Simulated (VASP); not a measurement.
# Ag (a cell with a defect) in VASP: further runs

Runs on Ag (a cell with a defect). Level: LDA. Tasks: single point.

Everything below comes from runs of VASP 6.6.1. Logs are shortened: lines on timing, memory, paths and dates and some standing lists are left out, and cuts for length are marked.

### 1 The cell of the first run

The cell holds a defect, 15 atoms: a = 5.929 Å, b = 5.929 Å, c = 9.693 Å, α = 90.00°, β = 90.00°, γ = 120.00°.

### 2 Single point, LDA

Contents of INCAR:

```
ALGO = Normal
EDIFF = 1E-6
ENCUT = 520
GGA = CA
ISIF = 2
ISMEAR = 1
LASPH = T
LCHARG = T
LELF = T
LREAL = Auto
LVHAR = T
LWAVE = F
NBANDS = 96
NELM = 80
PREC = Accurate
SIGMA = 0.15
```

Contents of KPOINTS:

```
k-points
0
Gamma
  3 3 2
```

Contents of POSCAR:

```
Ag
1.0
    5.9290315600      0.0000000000      0.0000000000
   -2.9645157800      5.1346829800      0.0000000000
    0.0000000000      0.0000000000      9.6928536200
Ag
15
Direct
    0.1532657044      0.3445457114      0.1246368765
    0.3362920843      0.1636457408      0.3788311620
    0.1629832168      0.3210067703      0.6246392690
    0.3362752679      0.1636225651      0.8704369560
    0.3317363756      0.6550875708      0.3834624091
    0.1706959326      0.8285382012      0.6246405071
    0.3317310637      0.6550901026      0.8658203589
    0.6606822366      0.3730851559      0.1246384241
    0.8314341483      0.1627366292      0.3738823614
    0.6682779606      0.3236579564      0.6246389595
    0.8314417017      0.1627436403      0.8753959703
    0.6073426704      0.8626234603      0.1246429635
    0.8320552454      0.6630572936      0.3857642080
    0.6677669692      0.8308026059      0.6246460782
    0.8320311626      0.6630313913      0.8635301149
```

Potentials or basis: VASP PAW LDA potentials, release 64 (Ag).

Launch:

```sh
$ cat potpaw_LDA.64/Ag/POTCAR > POTCAR
$ mpirun -np 1 vasp_std > vasp.out
```

OUTCAR:

```text
EDIFF = 1E-6
   ENCUT = 520
   GGA = CA
   ISIF = 2
   ISMEAR = 1
   LASPH = T
   LREAL = Auto
   NELM = 80
   PREC = Accurate

 ion  position               nearest neighbor table
   1  0.153  0.345  0.125-  12 2.90   8 2.93  11 2.93   9 2.93   7 2.98   5 2.98   8 3.01  12 3.06
                             2 3.09   4 3.09
   2  0.336  0.164  0.379-   3 2.93   5 2.93  10 2.93   9 2.94   6 2.94  13 2.95  13 2.98   8 2.99
                             9 2.99   5 3.00   1 3.09
   3  0.163  0.321  0.625-   5 2.90   7 2.90  14 2.92   4 2.93   2 2.93  10 2.94   6 2.94  11 2.97
                             9 2.97   6 2.99  10 2.99  14 3.01
   4  0.336  0.164  0.870-   3 2.93   7 2.93  10 2.93   6 2.94  11 2.94  15 2.95  15 2.98   8 2.99
                            11 2.99   7 3.00   1 3.09
   5  0.332  0.655  0.383-   3 2.90   6 2.90  14 2.91  12 2.91   2 2.93  13 2.94   9 2.94   1 2.98
                            13 2.99   9 2.99   2 3.00
   6  0.171  0.829  0.625-  13 2.90  15 2.90   7 2.90   5 2.90   4 2.94   2 2.94  14 2.94  10 2.94
                             3 2.94  10 2.99   3 2.99  14 2.99
   7  0.332  0.655  0.866-   3 2.90   6 2.90  14 2.91  12 2.91   4 2.93  15 2.94  11 2.94   1 2.98
                            15 2.99  11 2.99   4 3.00
   8  0.661  0.373  0.125-  12 2.88   1 2.93  15 2.94  13 2.94   2 2.99   4 2.99   1 3.01  12 3.07
                            11 3.11   9 3.11
   9  0.831  0.163  0.374-  12 2.90   1 2.93   2 2.94   5 2.94  10 2.95  13 2.97  13 2.97   3 2.97
                            14 2.97   5 2.99   2 2.99   8 3.11
  10  0.668  0.324  0.625-  13 2.90  15 2.90  14 2.92   4 2.93   2 2.93   3 2.94   6 2.94   9 2.95
                            11 2.95   6 2.99   3 2.99  14 3.01
  11  0.831  0.163  0.875-  12 2.90   1 2.93   4 2.94   7 2.94  10 2.95  15 2.97  15 2.97   3 2.97
                            14 2.97   7 2.99   4 2.99   8 3.11
  12  0.607  0.863  0.125-   8 2.88   9 2.90  11 2.90   1 2.90   5 2.91   7 2.91   1 3.06   8 3.07
                            15 3.34  13 3.34
  13  0.832  0.663  0.386-  14 2.88   6 2.90  10 2.90   8 2.94   5 2.94   2 2.95   9 2.97   9 2.97
                             2 2.98   5 2.99  12 3.34
  14  0.668  0.831  0.625-  13 2.88  15 2.88   7 2.91   5 2.91  10 2.92   3 2.92   6 2.94  11 2.97
                             9 2.97   6 2.99   3 3.01  10 3.01
  15  0.832  0.663  0.864-  14 2.88   6 2.90  10 2.90   8 2.94   7 2.94   4 2.95  11 2.97  11 2.97
                             4 2.98   7 2.99  12 3.34

  LATTYP: Found a hexagonal cell.
 ALAT       =     5.9290315600
 C/A-ratio  =     1.6348122829

  Lattice vectors:

 A1 = (   5.9290315600,   0.0000000000,   0.0000000000)
 A2 = (  -2.9645157800,   5.1346829800,   0.0000000000)
 A3 = (   0.0000000000,   0.0000000000,   9.6928536200)

Analysis of symmetry for initial positions (statically):
=====================================================================
 Subroutine PRICEL returns:
 Original cell was already a primitive cell.

 Routine SETGRP: Setting up the symmetry group for a
 hexagonal supercell.

 Subroutine GETGRP returns: Found  1 space group operations
 (whereof  1 operations were pure point group operations)
 out of a pool of 24 trial point group operations.

The static configuration has the point symmetry C_1 .

Analysis of symmetry for dynamics (positions and initial velocities):
=====================================================================
 Subroutine PRICEL returns:
 Original cell was already a primitive cell.

 Routine SETGRP: Setting up the symmetry group for a
 hexagonal supercell.

 Subroutine GETGRP returns: Found  1 space group operations
 (whereof  1 operations were pure point group operations)
 out of a pool of 24 trial point group operations.

The dynamic configuration has the point symmetry C_1 .

 Subroutine INISYM returns: Found  1 space group operations
 (whereof  1 operations are pure point group operations),
 and found     1 'primitive' translations

----------------------------------------------------------------------------------------

                                     Primitive cell

  volume of cell :     295.0863

  direct lattice vectors                    reciprocal lattice vectors
     5.929031560  0.000000000  0.000000000     0.168661609  0.097376995  0.000000000
    -2.964515780  5.134682980  0.000000000     0.000000000  0.194753990  0.000000000
     0.000000000  0.000000000  9.692853620     0.000000000  0.000000000  0.103168792

  length of vectors
     5.929031560  5.929023791  9.692853620     0.194753735  0.194753990  0.103168792

  position of ions in fractional coordinates (direct lattice)
     0.153265704  0.344545711  0.124636876
     0.336292084  0.163645741  0.378831162
     0.162983217  0.321006770  0.624639269
     0.336275268  0.163622565  0.870436956
     0.331736376  0.655087571  0.383462409
     0.170695933  0.828538201  0.624640507
     0.331731064  0.655090103  0.865820359
     0.660682237  0.373085156  0.124638424
     0.831434148  0.162736629  0.373882361
     0.668277961  0.323657956  0.624638959
     0.831441702  0.162743640  0.875395970
     0.607342670  0.862623460  0.124642964
     0.832055245  0.663057294  0.385764208
     0.667766969  0.830802606  0.624646078
     0.832031163  0.663031391  0.863530115

  ion indices of the primitive-cell ions
   primitive index   ion index
                 1           1
                 2           2
                 3           3
                 4           4
                 5           5
                 6           6
                 7           7
                 8           8
                 9           9
                10          10
                11          11
                12          12
                13          13
                14          14
                15          15

----------------------------------------------------------------------------------------

 KPOINTS: k-points

Automatic generation of k-mesh.
 Grid dimensions read from file:
 generate k-points for:    3    3    2

 Generating k-lattice:

  Cartesian coordinates                     Fractional coordinates (reciprocal lattice)
     0.056220536  0.032458998  0.000000000     0.333333333  0.000000000  0.000000000
     0.000000000  0.064917997  0.000000000     0.000000000  0.333333333  0.000000000
     0.000000000  0.000000000  0.051584396     0.000000000  0.000000000  0.500000000

  Length of vectors
     0.064917912  0.064917997  0.051584396

  Shift w.r.t. Gamma in fractional coordinates (k-lattice)
     0.000000000  0.000000000  0.000000000

 Subroutine IBZKPT returns following result:
 ===========================================

 Found     10 irreducible k-points:

 Following reciprocal coordinates:
            Coordinates               Weight
  0.000000  0.000000  0.000000      1.000000
  0.333333 -0.000000  0.000000      2.000000
  0.000000  0.333333  0.000000      2.000000
 -0.333333  0.333333  0.000000      2.000000
  0.333333  0.333333  0.000000      2.000000
  0.000000  0.000000  0.500000      1.000000
  0.333333 -0.000000  0.500000      2.000000
  0.000000  0.333333  0.500000      2.000000
 -0.333333  0.333333  0.500000      2.000000
  0.333333  0.333333  0.500000      2.000000
   k-points           NKPTS =     10   k-points in BZ     NKDIM =     10   number of bands    NBANDS=     96
   number of dos      NEDOS =    301   number of ions     NIONS =     15
   total plane-waves  NPLWV = 165888
   dimension x,y,z NGX =    48 NGY =   48 NGZ =   72
   dimension x,y,z NGXF=    96 NGYF=   96 NGZF=  144
   ions per type =              15
   NGX,Y,Z   is equivalent  to a cutoff of  13.46, 13.46, 12.35 a.u.
   NGXF,Y,Z  is equivalent  to a cutoff of  26.92, 26.92, 24.70 a.u.
 SYSTEM =  unknown system
   PREC   = accura    normal or accurate (medium, high low for compatibility)
   ISTART =      0    job   : 0-new  1-cont  2-samecut
   ICHARG =      2    charge: 1-file 2-atom 10-const
   ISPIN  =      1    spin polarized calculation?
   LNONCOLLINEAR =      F non collinear calculations
   LSORBIT =      F    spin-orbit coupling
   LASPH  =      T    aspherical Exc in radial PAW
   ENCUT  =  520.0 eV  38.22 Ry    6.18 a.u.  11.02 11.02 18.02*2*pi/ulx,y,z
   NELM   =     80;   NELMIN=  2; NELMDL= -5     # of ELM steps
   EDIFF  = 0.1E-05   stopping-criterion for ELM
   LREAL  =      T    real-space projection
   EDIFFG = 0.1E-04   stopping-criterion for IOM
   NSW    =      0    number of steps for IOM
   IBRION =     -1    ionic relax: 0-MD 1-quasi-New 2-CG
   NFREE  =      0    steps in history (QN), initial steepest desc. (CG)
   ISIF   =      2    stress and relaxation
   ISYM   =      2    0-nonsym 1-usesym 2-fastsym
   POTIM  = 0.5000    time-step for ionic-motion
   TEBEG  =    0.0;   TEEND  =   0.0 temperature during run
   PSTRESS=    0.0 pullay stress
   NELECT =     165.0000    total number of electrons
   NUPDOWN=      -1.0000    fix difference up-down
   EMIN   =  10.00;   EMAX   =-10.00  energy-range for DOS
   EFERMI =   0.00;   METHOD = LEGACY
   ISMEAR =     1;   SIGMA  =   0.15  broadening in eV -4-tet -1-fermi 0-gaus
   EFERMI_NEDOS =   21; number of points for ismear=-14 and -15
   IALGO  =     38    algorithm
   IMIX   =      4    mixing-type and parameters
     AMIX     =   0.40;   BMIX     =  1.00
     AMIX_MAG =   1.60;   BMIX_MAG =  1.00
  volume/ion in A,a.u.               =      19.67       132.76
  Fermi-wavevector in a.u.,A,eV,Ry     =   1.348714  2.548699 24.749390  1.819029
  Thomas-Fermi vector in A             =   2.476360
   LORBIT       =      0    0 simple, 1 ext, 2 COOP (PROOUT), +10 PAW based schemes
   GGA     = CA    functional components
   LHFCALC =     F    Hartree Fock is set to
   AEXX    =    0.0000 exact exchange contribution
   IVDW    =     0    specifies the selected vdW correction
   LEPSILON=     F    determine dielectric tensor
   LRPA    =     F    only Hartree local field effects (RPA)
 non-spin polarized calculation
 Methfessel and Paxton  Order N= 1 SIGMA  =   0.15
  energy-cutoff  :      520.00
  volume of cell :      295.09
 maximum number of plane-waves:      7962
 NGX is ok and might be reduce to    48
   NGX = 23   NGY = 23   NGZ = 37

 number of electron     164.9999990 magnetization

 Free energy of the ion-electron system (eV)
  ---------------------------------------------------
  ext. energy  EPLUGINS =         0.00000000
  ---------------------------------------------------
  free energy    TOTEN  =       -53.22323075 eV

  energy without entropy =      -53.23202079  energy(sigma->0) =      -53.22616076

 E-fermi :   6.3516     XC(G=0): -11.6792

 val. band max:        6.2007846794   @ k =   0.0000   0.3333   0.5000
 cond. band min:       6.3617179966   @ k =   0.0000   0.0000   0.0000
 fundamental gap:      0.1609333173
 Fermi energy:         6.3516209974

 k-point     1 :       0.0000    0.0000    0.0000
  band No.  band energies     occupation
      1      -0.7313      2.00000
      2       0.4283      2.00000
      3       0.4594      2.00000
      4       0.5053      2.00000
      5       0.5503      2.00000
      6       0.5571      2.00000
[... 86 lines left out ...]
     93      10.2010      0.00000
     94      10.3822      0.00000

 k-point     2 :       0.3333   -0.0000    0.0000
  band No.  band energies     occupation
      1      -0.0688      2.00000
      2       0.7159      2.00000
      3       0.7916      2.00000
      4       0.7938      2.00000
      5       0.8328      2.00000
      6       0.8517      2.00000
[... 862 lines left out ...]
     93      10.4070      0.00000
     94      13.0181      0.00000
 [bands above 94 left out]

------------------------ aborting loop because EDIFF is reached ----------------------------------------

  FORCE on cell =-STRESS in cart. coord.  units (eV):
  Direction    XX          YY          ZZ          XY          YZ          ZX
  --------------------------------------------------------------------------------------
  -------------------------------------------------------------------------------------
  Total      -21.5955607    -21.1965798    -22.1178355      0.2715646     -0.0004897      0.0005594
  in kB     -117.2535543   -115.0872789   -120.0892560      1.4744658     -0.0026590      0.0030372
  external PRESSURE =    -117.4766964 kB  Pullay stress =       0.0000000 kB

 VOLUME and BASIS-vectors are now :
 -----------------------------------------------------------------------------
  energy-cutoff  :      520.00
  volume of cell :      295.09
      direct lattice vectors                 reciprocal lattice vectors
     5.929031560  0.000000000  0.000000000     0.168661609  0.097376995  0.000000000
    -2.964515780  5.134682980  0.000000000     0.000000000  0.194753990  0.000000000
     0.000000000  0.000000000  9.692853620     0.000000000  0.000000000  0.103168792

 POSITION                                       TOTAL-FORCE (eV/Angst)
 -----------------------------------------------------------------------------------
     -0.11269      1.76913      1.20809        -0.024330     -0.005090     -0.000737
      1.50876      0.84027      3.67195        -0.024562      0.009189      0.026484
      0.01470      1.64827      6.05454        -0.017375      0.007950     -0.000299
      1.50873      0.84015      8.43702        -0.023534      0.009114     -0.024471
      0.02486      3.36367      3.71685        -0.011334      0.024371     -0.017118
     -1.44415      4.25428      6.05455        -0.025960      0.003064      0.000350
      0.02482      3.36368      8.39227        -0.013724      0.025049      0.017868
      2.81119      1.91567      1.20810        -0.023356     -0.073327     -0.001085
      4.44716      0.83560      3.62399        -0.007732      0.011915      0.018291
      3.00275      1.66188      6.05453        -0.013883      0.017466      0.000500
      4.44719      0.83564      8.48508        -0.007089      0.012918     -0.018274
      1.04369      4.42930      1.20815         0.233199     -0.068536     -0.000623
      2.96764      3.40459      3.73916        -0.015731      0.007746     -0.022405
      1.49628      4.26591      6.05460        -0.009499      0.010896     -0.000129
      2.96757      3.40446      8.37007        -0.015091      0.007274      0.021647
 -----------------------------------------------------------------------------------
    total drift:                               -0.001207      0.003361     -0.001658

  FREE ENERGIE OF THE ION-ELECTRON SYSTEM (eV)
  ---------------------------------------------------
  free  energy   TOTEN  =       -53.2232307469 eV

  energy  without entropy=      -53.2320207921  energy(sigma->0) =      -53.22616076
```

Run time: 11 min. Hardware: 1 thread of Oxide Virtual Turin-like, shared host; peak memory 0.38 GiB.

Results:

* Free energy: -53.2232 eV
* Pressure: -11.7 GPa
* Largest force: 0.243 eV/Å
* Band gap on the k mesh: zero (an odd number of electrons rules out a gap without spin polarisation)

Forces on the atoms (eV/Å):
```
Ag  -0.024 -0.005 -0.001
Ag  -0.025  0.009  0.026
Ag  -0.017  0.008  0.000
Ag  -0.024  0.009 -0.024
Ag  -0.011  0.024 -0.017
Ag  -0.026  0.003  0.000
Ag  -0.014  0.025  0.018
Ag  -0.023 -0.073 -0.001
Ag  -0.008  0.012  0.018
Ag  -0.014  0.017  0.001
Ag  -0.007  0.013 -0.018
Ag   0.233 -0.069 -0.001
Ag  -0.016  0.008 -0.022
Ag  -0.009  0.011  0.000
Ag  -0.015  0.007  0.022
```

Caveat: the k points lie up to 0.41 Å⁻¹ apart, too coarse for converged energies and pressures of a metal.

### 3 Single point, LDA

Contents of INCAR:

```
SYSTEM = Ag
ALGO     = Normal         ! electronic algorithm
EDIFF    = 1E-6           ! SCF threshold, eV
ENCUT    = 520            ! plane-wave cutoff, eV
ISIF     = 2              ! what is computed and relaxed
ISMEAR   = 1              ! smearing method
LASPH    = .True.         ! aspherical terms in the spheres
LCHARG   = .False.        ! write CHGCAR
LREAL    = Auto         
LWAVE    = .False.        ! write WAVECAR
NBANDS   = 96             ! bands
NELM     = 60             ! most SCF steps
PREC     = Accurate       ! precision mode
SIGMA    = 0.15           ! smearing width, eV
```

Contents of KPOINTS:

```
k-points
0
Gamma
  3 3 2
  0 0 0
```

Contents of POSCAR:

```
Ag
1.0
    5.9290315600      0.0000000000      0.0000000000
   -2.9645157800      5.1346829800      0.0000000000
    0.0000000000      0.0000000000      9.6928536200
Ag
15
Direct
    0.1581349882      0.3488766506      0.1246771124
    0.3358963376      0.1584983928      0.3738899959
    0.1600232198      0.3152551007      0.6246786795
    0.3358881561      0.1584769699      0.8754648871
    0.3267430305      0.6471069417      0.3845523874
    0.1713508766      0.8277644436      0.6246776478
    0.3267362109      0.6471020729      0.8648057970
    0.6767612720      0.4022602774      0.1246770092
    0.8276082546      0.1576120674      0.3716161557
    0.6639358786      0.3189022587      0.6246776478
    0.8276194264      0.1576151835      0.8777349100
    0.5322242747      0.8866448070      0.1246781441
    0.8325489092      0.6605846969      0.3895826913
    0.6639383454      0.8283917462      0.6246791954
    0.8325347290      0.6605681428      0.8597773501
```

Potentials or basis: VASP PAW LDA potentials, release 64 (Ag).

Launch:

```sh
$ cat potpaw_LDA.64/Ag/POTCAR > POTCAR
$ mpirun -np 1 vasp_std > vasp.out
```

It took 13 min on 1 thread of Oxide Virtual Turin-like, shared host; peak memory 0.38 GiB.

The run converged. Its results:

| Quantity | Value |
| --- | --- |
| Free energy | -53.0493 eV |
| Pressure | -11.6 GPa |
| Largest force | 0.276 eV/Å |
| Band gap on the k mesh | zero (an odd number of electrons rules out a gap without spin polarisation) |

Forces on the atoms (eV/Å):
```
Ag  -0.076 -0.012  0.000
Ag  -0.011  0.006  0.021
Ag  -0.009 -0.015  0.000
Ag  -0.011  0.006 -0.022
Ag  -0.004  0.022 -0.006
Ag  -0.025  0.004  0.001
Ag  -0.004  0.022  0.007
Ag  -0.123 -0.041  0.000
Ag   0.005  0.009  0.033
Ag  -0.008  0.008  0.000
Ag   0.006  0.009 -0.034
Ag   0.273 -0.040  0.000
Ag  -0.008  0.007 -0.002
Ag   0.005  0.009  0.000
Ag  -0.010  0.006  0.004
```

Stress tensor (GPa, compression positive):
```
-11.76   0.14   0.00
  0.14 -10.92   0.00
  0.00   0.00 -11.99
```

Levels at points of the mesh, in eV from the Fermi level:
```tsv
k point	band 81	band 82	band 83	band 84	band 85	band 86
(0.00, 0.00, 0.00)	0.26	0.36	0.75	1.03	1.08	1.25
(0.00, 0.00, 0.50)	0.30	0.35	0.53	0.62	0.88	1.32
```

Caveat: the k points lie up to 0.41 Å⁻¹ apart, too coarse for converged energies and pressures of a metal.

The gap in the log of VASP goes by the Fermi energy; the results here count the filled bands.